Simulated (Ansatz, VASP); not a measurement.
**AlN: VASP beside Ansatz**

```
CELL_PARAMETERS angstrom
0.00000 2.23965 2.16316
2.16316 0.00000 2.16316
2.16316 2.23965 0.00000
ATOMIC_POSITIONS crystal
Al 0.00000 0.00000 0.00000
N 0.75000 0.75000 0.75000
```

Change from the starting cell: mode 4 frozen in at +0.000 Å, strain +e along z and -e/2 along x and y +0.0233.

Alike in both runs: task single point; functional PBEsol; k mesh 10 × 10 × 10; occupations gaussian, width 0.05 eV; no spin polarisation.

|  | VASP | Ansatz |
| --- | --- | --- |
| version | VASP 6.6.1 | Ansatz 0.2.0 |
| potentials or method | VASP PAW PBE potentials, release 64 (Al, N), cutoff 520 eV | scalar-relativistic, plane waves, PAW |
| valence electrons in the cell | 8 | 8 |

Ansatz gave:

| Property | Result |
| --- | --- |
| gap on the k mesh at the Fermi level (eV) | 3.09 |
| least direct gap on the mesh (eV) | 4.01 |
| pressure (GPa) | 0.0 |
| traceless stress, the component that is largest in VASP (GPa) | -3.34 |

What did VASP give for the same quantities?

gap on the k mesh at the Fermi level (eV): 3.08; least direct gap on the mesh (eV): 4.02; pressure (GPa): 0.0; traceless stress, the component that is largest in VASP (GPa): -3.35.

VASP's potentials were made for PBE, not for PBEsol, and Ansatz warns of the same on its side. The functional is the same, so the differences come from potentials, cutoffs and numerics.
